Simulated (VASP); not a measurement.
# Au (Fm-3m) in VASP: a series of runs

Runs on Au. Level: PBE. Tasks: single point, relaxation of cell and atoms.

Everything below comes from runs of VASP 6.6.1. Logs are shortened: lines on timing, memory, paths and dates and some standing lists are left out, and cuts for length are marked.

### 1 The cell of the first run

It takes space group Fm-3m (No. 225, cubic). Conventional cell: a = 4.158 Å, b = 4.158 Å, c = 4.158 Å, α = 90.00°, β = 90.00°, γ = 90.00°. Within 3.9 Å of Au (site symmetry m-3m) lie 12 Au at 2.94 Å.

### 2 Single point, PBE

Input file INCAR:

```
PREC = Accurate ; ENCUT = 520
EDIFF = 1E-6 ; ISMEAR = -1
SIGMA = 0.05 ; LREAL = False
LASPH = True ; NELM = 100
ALGO = Normal ; ISIF = 2
LWAVE = False ; LCHARG = False
GGA = PE ; NBANDS = 18
```

Input file KPOINTS:

```
regular mesh
0
Gamma
  12 12 9
```

Input file POSCAR:

```
Au
1.0
    2.0789639816      2.0789639816      0.0000000000
   -2.0789639816      2.0789639816      0.0000000000
    0.0000000000      0.0000000000      4.1579279633
Au
2
Direct
    0.0000000000      0.0000000000      0.0000000000
    0.5000000000      0.5000000000      0.5000000000
```

Potentials or basis: VASP PAW PBE potentials, release 64 (Au).

Started as:

```
$ cat potpaw_PBE.64/Au/POTCAR > POTCAR
$ mpirun -np 1 vasp_std > vasp.out
```

OUTCAR:

```text
PREC = Accurate
   ENCUT = 520
   EDIFF = 1E-6
   ISMEAR = -1
   LREAL = False
   LASPH = True
   NELM = 100
   ISIF = 2
   GGA = PE

 ion  position               nearest neighbor table
   1  0.000  0.000  0.000-   2 2.94   2 2.94   2 2.94   2 2.94   2 2.94   2 2.94   2 2.94   2 2.94

   2  0.500  0.500  0.500-   1 2.94   1 2.94   1 2.94   1 2.94   1 2.94   1 2.94   1 2.94   1 2.94

  LATTYP: Found a simple tetragonal cell.
 ALAT       =     2.9400990585
 C/A-ratio  =     1.4142135624

  Lattice vectors:

 A1 = (   2.0789639816,   2.0789639816,   0.0000000000)
 A2 = (  -2.0789639816,   2.0789639816,   0.0000000000)
 A3 = (   0.0000000000,   0.0000000000,   4.1579279633)

Analysis of symmetry for initial positions (statically):
=====================================================================
 Subroutine PRICEL returns following result:

  LATTYP: Found a face centered cubic cell.
 ALAT       =     4.1579279632

  Lattice vectors:

 A1 = (   0.0000000000,  -2.0789639816,  -2.0789639816)
 A2 = (   2.0789639816,   0.0000000000,  -2.0789639816)
 A3 = (   2.0789639816,  -2.0789639816,  -0.0000000000)

   2 primitive cells build up your supercell.

 Routine SETGRP: Setting up the symmetry group for a
 simple tetragonal supercell.

 Subroutine GETGRP returns: Found 16 space group operations
 (whereof 16 operations were pure point group operations)
 out of a pool of 16 trial point group operations.

The static configuration has the point symmetry D_4h.

Analysis of symmetry for dynamics (positions and initial velocities):
=====================================================================
 Subroutine PRICEL returns following result:

  LATTYP: Found a face centered cubic cell.
 ALAT       =     4.1579279632

  Lattice vectors:

 A1 = (   0.0000000000,  -2.0789639816,  -2.0789639816)
 A2 = (   2.0789639816,   0.0000000000,  -2.0789639816)
 A3 = (   2.0789639816,  -2.0789639816,  -0.0000000000)

   2 primitive cells build up your supercell.

 Routine SETGRP: Setting up the symmetry group for a
 simple tetragonal supercell.

 Subroutine GETGRP returns: Found 16 space group operations
 (whereof 16 operations were pure point group operations)
 out of a pool of 16 trial point group operations.

The dynamic configuration has the point symmetry D_4h.

 Subroutine INISYM returns: Found 16 space group operations
 (whereof 16 operations are pure point group operations),
 and found     2 'primitive' translations

----------------------------------------------------------------------------------------

                                     Primitive cell

  volume of cell :      17.9709

  direct lattice vectors                    reciprocal lattice vectors
     0.000000000 -2.078963982 -2.078963982    -0.240504407 -0.240504407 -0.240504407
     2.078963982  0.000000000 -2.078963982     0.240504407  0.240504407 -0.240504407
     2.078963982 -2.078963982 -0.000000000     0.240504407 -0.240504407  0.240504407

  length of vectors
     2.940099058  2.940099058  2.940099058     0.416565853  0.416565853  0.416565853

  position of ions in fractional coordinates (direct lattice)
     0.000000000  0.000000000  0.000000000

  ion indices of the primitive-cell ions
   primitive index   ion index
                 1           1

----------------------------------------------------------------------------------------

 KPOINTS: regular mesh

Automatic generation of k-mesh.
 Grid dimensions read from file:
 generate k-points for:   12   12    9

 Generating k-lattice:

  Cartesian coordinates                     Fractional coordinates (reciprocal lattice)
     0.020042034  0.020042034  0.000000000     0.083333333  0.000000000  0.000000000
    -0.020042034  0.020042034  0.000000000     0.000000000  0.083333333  0.000000000
     0.000000000  0.000000000  0.026722712     0.000000000  0.000000000  0.111111111

  Length of vectors
     0.028343716  0.028343716  0.026722712

  Shift w.r.t. Gamma in fractional coordinates (k-lattice)
     0.000000000  0.000000000  0.000000000

 Subroutine IBZKPT returns following result:
 ===========================================

 Found    140 irreducible k-points:

 Following reciprocal coordinates:
            Coordinates               Weight
  0.000000  0.000000  0.000000      1.000000
  0.083333  0.000000  0.000000      4.000000
  0.166667  0.000000  0.000000      4.000000
  0.250000  0.000000  0.000000      4.000000
  0.333333  0.000000  0.000000      4.000000
  0.416667  0.000000  0.000000      4.000000
[... 16 lines left out ...]
  0.333333  0.333333  0.000000      4.000000
  0.416667  0.333333  0.000000      8.000000
 [... further k-points ...]
   k-points           NKPTS =    140   k-points in BZ     NKDIM =    140   number of bands    NBANDS=     18
   number of dos      NEDOS =    301   number of ions     NIONS =      2
   total plane-waves  NPLWV =  18432
   dimension x,y,z NGX =    24 NGY =   24 NGZ =   32
   dimension x,y,z NGXF=    48 NGYF=   48 NGZF=   64
   ions per type =               2
   NGX,Y,Z   is equivalent  to a cutoff of  13.57, 13.57, 12.79 a.u.
   NGXF,Y,Z  is equivalent  to a cutoff of  27.14, 27.14, 25.59 a.u.
 SYSTEM =  unknown system
   PREC   = accura    normal or accurate (medium, high low for compatibility)
   ISTART =      0    job   : 0-new  1-cont  2-samecut
   ICHARG =      2    charge: 1-file 2-atom 10-const
   ISPIN  =      1    spin polarized calculation?
   LNONCOLLINEAR =      F non collinear calculations
   LSORBIT =      F    spin-orbit coupling
   LASPH  =      T    aspherical Exc in radial PAW
   ENCUT  =  520.0 eV  38.22 Ry    6.18 a.u.   5.47  5.47  7.73*2*pi/ulx,y,z
   NELM   =    100;   NELMIN=  2; NELMDL= -5     # of ELM steps
   EDIFF  = 0.1E-05   stopping-criterion for ELM
   LREAL  =      F    real-space projection
   EDIFFG = 0.1E-04   stopping-criterion for IOM
   NSW    =      0    number of steps for IOM
   IBRION =     -1    ionic relax: 0-MD 1-quasi-New 2-CG
   NFREE  =      0    steps in history (QN), initial steepest desc. (CG)
   ISIF   =      2    stress and relaxation
   ISYM   =      2    0-nonsym 1-usesym 2-fastsym
   POTIM  = 0.5000    time-step for ionic-motion
   TEBEG  =    0.0;   TEEND  =   0.0 temperature during run
   PSTRESS=    0.0 pullay stress
   NELECT =      22.0000    total number of electrons
   NUPDOWN=      -1.0000    fix difference up-down
   EMIN   =  10.00;   EMAX   =-10.00  energy-range for DOS
   EFERMI =   0.00;   METHOD = LEGACY
   ISMEAR =    -1;   SIGMA  =   0.05  broadening in eV -4-tet -1-fermi 0-gaus
   EFERMI_NEDOS =   21; number of points for ismear=-14 and -15
   IALGO  =     38    algorithm
   IMIX   =      4    mixing-type and parameters
     AMIX     =   0.40;   BMIX     =  1.00
     AMIX_MAG =   1.60;   BMIX_MAG =  1.00
  volume/ion in A,a.u.               =      17.97       121.27
  Fermi-wavevector in a.u.,A,eV,Ry     =   1.390002  2.626723 26.287893  1.932106
  Thomas-Fermi vector in A             =   2.513979
   LORBIT       =      0    0 simple, 1 ext, 2 COOP (PROOUT), +10 PAW based schemes
   GGA     = PE    functional components
   LHFCALC =     F    Hartree Fock is set to
   AEXX    =    0.0000 exact exchange contribution
   IVDW    =     0    specifies the selected vdW correction
   LEPSILON=     F    determine dielectric tensor
   LRPA    =     F    only Hartree local field effects (RPA)
 non-spin polarized calculation
  energy-cutoff  :      520.00
  volume of cell :       35.94
 maximum number of plane-waves:       999
 NGX is ok and might be reduce to    24

 number of electron      21.9999995 magnetization

 Free energy of the ion-electron system (eV)
  ---------------------------------------------------
  ext. energy  EPLUGINS =         0.00000000
  ---------------------------------------------------
  free energy    TOTEN  =        -6.43403014 eV

  energy without entropy =       -6.42586283  energy(sigma->0) =       -6.42994648

 E-fermi :   8.6003     XC(G=0): -12.4008

 val. band max:        8.5983877028   @ k =   0.4167   0.4167   0.1111
 cond. band min:       8.6050072821   @ k =   0.5000   0.0833   0.4444
 fundamental gap:      0.0066195793
 Fermi energy:         8.6003020272

 k-point     1 :       0.0000    0.0000    0.0000
  band No.  band energies     occupation
      1      -0.6932      2.00000
      2       2.0269      2.00000
      3       2.3163      2.00000
      4       4.1947      2.00000
      5       4.1947      2.00000
      6       4.1989      2.00000
[... 10 lines left out ...]
     17      25.2521      0.00000
     18      26.8883      0.00000

 k-point     2 :       0.0833    0.0000    0.0000
  band No.  band energies     occupation
      1      -0.5392      2.00000
      2       2.1216      2.00000
      3       2.4036      2.00000
      4       4.1403      2.00000
      5       4.2408      2.00000
      6       4.2631      2.00000
[... 10 lines left out ...]
     17      25.7726      0.00000
     18      25.9899      0.00000

 k-point     3 :       0.1667    0.0000    0.0000
  band No.  band energies     occupation
      1      -0.0922      2.00000
      2       2.3346      2.00000
      3       2.7003      2.00000
      4       3.9983      2.00000
      5       4.3763      2.00000
      6       4.4144      2.00000
[... 10 lines left out ...]
     17      24.2626      0.00000
     18      26.0623      0.00000

 k-point     4 :       0.2500    0.0000    0.0000
  band No.  band energies     occupation
      1       0.6001      2.00000
      2       2.5870      2.00000
      3       3.1676      2.00000
      4       3.8234      2.00000
      5       4.5167      2.00000
      6       4.5930      2.00000
[... 10 lines left out ...]
     17      23.4313      0.00000
     18      25.7138      0.00000

 k-point     5 :       0.3333    0.0000    0.0000
  band No.  band energies     occupation
      1       1.4474      2.00000
      2       2.8564      2.00000
      3       3.6195      2.00000
      4       3.6813      2.00000
      5       4.3998      2.00000
      6       4.4506      2.00000
[... 10 lines left out ...]
     17      22.4980      0.00000
     18      25.2437      0.00000

 k-point     6 :       0.4167    0.0000    0.0000
  band No.  band energies     occupation
      1       2.2973      2.00000
      2       3.0511      2.00000
      3       3.6314      2.00000
      4       3.8841      2.00000
      5       3.9701      2.00000
      6       4.2573      2.00000
[... 10 lines left out ...]
     17      24.3304      0.00000
     18      24.9221      0.00000

 k-point     7 :       0.5000    0.0000    0.0000
  band No.  band energies     occupation
      1       2.9108      2.00000
      2       2.9108      2.00000
      3       3.7182      2.00000
      4       3.7182      2.00000
      5       4.0416      2.00000
      6       4.0416      2.00000
[... 10 lines left out ...]
     17      24.9330      0.00000
     18      24.9330      0.00000

 k-point     8 :       0.0833    0.0833    0.0000
  band No.  band energies     occupation
      1      -0.3862      2.00000
      2       2.2242      2.00000
      3       2.4818      2.00000
      4       4.0458      2.00000
      5       4.3283      2.00000
      6       4.3325      2.00000
[... 10 lines left out ...]
     17      25.9790      0.00000
     18      26.5642      0.00000
[... 229 lines left out ...]
     17      22.9898      0.00000
     18      24.3350      0.00000

 k-point    20 :       0.3333    0.2500    0.0000
  band No.  band energies     occupation
      1       2.1079      2.00000
      2       2.9663      2.00000
      3       2.9913      2.00000
      4       3.3513      2.00000
      5       4.2150      2.00000
      6       4.8810      2.00000
[... 10 lines left out ...]
     17      21.6061      0.00000
     18      22.6806      0.00000

 k-point    21 :       0.4167    0.2500    0.0000
  band No.  band energies     occupation
      1       2.4377      2.00000
      2       2.8464      2.00000
      3       2.8585      2.00000
      4       3.0436      2.00000
      5       4.4957      2.00000
      6       4.8242      2.00000
[... 10 lines left out ...]
     17      20.0859      0.00000
     18      21.2221      0.00000

 k-point    22 :       0.5000    0.2500    0.0000
  band No.  band energies     occupation
      1       2.6628      2.00000
      2       2.6628      2.00000
      3       2.8791      2.00000
      4       2.8791      2.00000
      5       4.6904      2.00000
      6       4.6904      2.00000
[... 10 lines left out ...]
     17      19.9876      0.00000
     18      19.9876      0.00000

 k-point    23 :       0.3333    0.3333    0.0000
  band No.  band energies     occupation
      1       2.2129      2.00000
      2       2.7151      2.00000
      3       2.7267      2.00000
      4       2.9720      2.00000
      5       4.8808      2.00000
      6       5.8086      2.00000
[... 10 lines left out ...]
     17      20.7345      0.00000
     18      20.7387      0.00000

 k-point    24 :       0.4167    0.3333    0.0000
  band No.  band energies     occupation
      1       2.2510      2.00000
      2       2.4794      2.00000
      3       2.5883      2.00000
      4       2.7069      2.00000
      5       5.3754      2.00000
      6       5.8861      2.00000
[... 10 lines left out ...]
     17      19.6550      0.00000
     18      19.8189      0.00000

 [... further k-points ...]

------------------------ aborting loop because EDIFF is reached ----------------------------------------

  FORCE on cell =-STRESS in cart. coord.  units (eV):
  Direction    XX          YY          ZZ          XY          YZ          ZX
  --------------------------------------------------------------------------------------
  -------------------------------------------------------------------------------------
  Total        0.0211549      0.0211549     -0.1656786      0.0000000     -0.0000000      0.0000000
  in kB        0.9430208      0.9430208     -7.3854340      0.0000000     -0.0000000      0.0000000
  external PRESSURE =      -1.8331308 kB  Pullay stress =       0.0000000 kB

 VOLUME and BASIS-vectors are now :
 -----------------------------------------------------------------------------
  energy-cutoff  :      520.00
  volume of cell :       35.94
      direct lattice vectors                 reciprocal lattice vectors
     2.078963982  2.078963982  0.000000000     0.240504407  0.240504407  0.000000000
    -2.078963982  2.078963982  0.000000000    -0.240504407  0.240504407  0.000000000
     0.000000000  0.000000000  4.157927963     0.000000000  0.000000000  0.240504407

 POSITION                                       TOTAL-FORCE (eV/Angst)
 -----------------------------------------------------------------------------------
      0.00000      0.00000      0.00000         0.000000     -0.000000     -0.000000
      0.00000      2.07896      2.07896        -0.000000      0.000000      0.000000
 -----------------------------------------------------------------------------------
    total drift:                               -0.000000      0.000000     -0.000000

  FREE ENERGIE OF THE ION-ELECTRON SYSTEM (eV)
  ---------------------------------------------------
  free  energy   TOTEN  =        -6.4340301373 eV

  energy  without entropy=       -6.4258628297  energy(sigma->0) =       -6.42994648
```

Run time: 33 s. Hardware: 1 thread of AMD EPYC 9R45 (Zen 5), shared host; peak memory 0.17 GiB.

The run converged, but its numbers aren't listed here, since they failed a check.

Caveat: spin-orbit coupling is left out, which moves the levels of the heavy elements.

### 3 Relaxation of cell and atoms, PBE

This run uses another cell than the first one: it holds 1 atom, not 2.

Input file INCAR:

```
SYSTEM = Au
PREC = Accurate
ENCUT = 600
EDIFF = 1E-6
ISMEAR = -1
SIGMA = 0.05
LREAL = .FALSE.
LASPH = .TRUE.
NELM = 80
ALGO = Normal
ISIF = 3
LWAVE = .FALSE.
LCHARG = .FALSE.
GGA = PE
IBRION = 2
NSW = 60
EDIFFG = -0.005
```

Input file KPOINTS:

```
regular mesh
0
G
  18 18 18
  0 0 0
```

Input file POSCAR:

```
Au
1.0
    0.0000000000      2.0782718017      2.0782718017
    2.0782718017      0.0000000000      2.0782718017
    2.0782718017      2.0782718017      0.0000000000
Au
1
Direct
    0.0000000000      0.0000000000      0.0000000000
```

Potentials or basis: VASP PAW PBE potentials, release 64 (Au).

Started as:

```
$ cat potpaw_PBE.64/Au/POTCAR > POTCAR
$ mpirun -np 1 vasp_std > vasp.out
```

Wall time 19 s (1 thread of AMD EPYC 9R45 (Zen 5), shared host); peak memory 0.14 GiB.

Results (log left out):

```yaml
Free_energy: -3.2227 eV
Pressure_after_relaxing: 0.0 GPa
Band_gap_on_the_k_mesh: zero (an odd number of electrons rules out a gap without spin polarisation)
```

Final structure:
```xyz
1
Lattice="0.0000 2.0783 2.0783 2.0783 0.0000 2.0783 2.0783 2.0783 0.0000" Properties=species:S:1:pos:R:3 pbc="T T T"
Au    0.0000    0.0000    0.0000
```

Levels at points of the mesh, in eV from the Fermi level:
| k point | band 2 | band 3 | band 4 | band 5 | band 6 | band 7 | band 8 | band 9 |
| --- | --- | --- | --- | --- | --- | --- | --- | --- |
| (0.00, 0.00, 0.00) | -4.38 | -4.38 | -4.38 | -3.00 | -3.00 | 14.63 | 18.32 | 18.32 |
| (0.50, 0.00, 0.00) | -4.41 | -4.41 | -1.90 | -1.90 | -0.67 | 2.84 | 14.07 | 16.78 |
| (0.50, 0.50, 0.00) | -6.26 | -1.94 | -1.61 | -1.61 | 1.21 | 5.41 | 9.90 | 9.90 |

Caveat: the relaxation stopped at its first step, so nothing moved; spin-orbit coupling is left out, which moves the levels of the heavy elements.

### 4 Single point, PBE, collinear spin

This run uses another cell than the first one: it holds 1 atom, not 2.

Input file INCAR:

```
PREC = Accurate ; ENCUT = 520
EDIFF = 1E-6 ; ISMEAR = -1
SIGMA = 0.05 ; LREAL = False
LASPH = True ; NELM = 150
ALGO = Normal ; ISIF = 2
LWAVE = False ; LCHARG = False
ISPIN = 2 ; MAGMOM = 0.2
LORBIT = 11 ; LMAXMIX = 4
GGA = PE ; NBANDS = 16
```

Input file KPOINTS:

```
Automatic mesh
0
Gamma
  18 18 18
```

Input file POSCAR:

```
Au
1.0
    0.0000000000      2.0789550769      2.0789550769
    2.0789550769      0.0000000000      2.0789550769
    2.0789550769      2.0789550769      0.0000000000
Au
1
Direct
    0.0000000000      0.0000000000      0.0000000000
```

Started as:

```
$ cat potpaw_PBE.64/Au/POTCAR > POTCAR
$ mpirun -np 1 vasp_std > vasp.out
```

It took 63 s on 1 thread of AMD EPYC 9R45 (Zen 5), shared host; peak memory 0.18 GiB.

The run converged. Its results:

- Free energy: -3.2228 eV
- Pressure: -0.3 GPa
- Net moment: 0.00 μB per cell
- Valence electrons inside the program's atomic spheres: Au 9.60

Levels at points of the mesh, in eV from the Fermi level:
Spin up:
```csv
k point,band 4,band 5,band 6,band 7,band 8,band 9
"(0.00, 0.00, 0.00)",-4.37,-2.99,-2.99,14.63,18.32,18.32
"(0.50, 0.00, 0.00)",-1.90,-1.90,-0.67,2.84,14.07,16.77
"(0.50, 0.50, 0.00)",-1.61,-1.61,1.21,5.40,9.90,9.90
```
Spin down:
```tsv
k point	band 4	band 5	band 6	band 7	band 8	band 9
(0.00, 0.00, 0.00)	-4.37	-2.99	-2.99	14.63	18.32	18.32
(0.50, 0.00, 0.00)	-1.90	-1.90	-0.67	2.84	14.07	16.77
(0.50, 0.50, 0.00)	-1.61	-1.61	1.22	5.40	9.90	9.90
```

Caveat: spin-orbit coupling is left out, which moves the levels of the heavy elements.

(Part 1 of 2 ends here.)
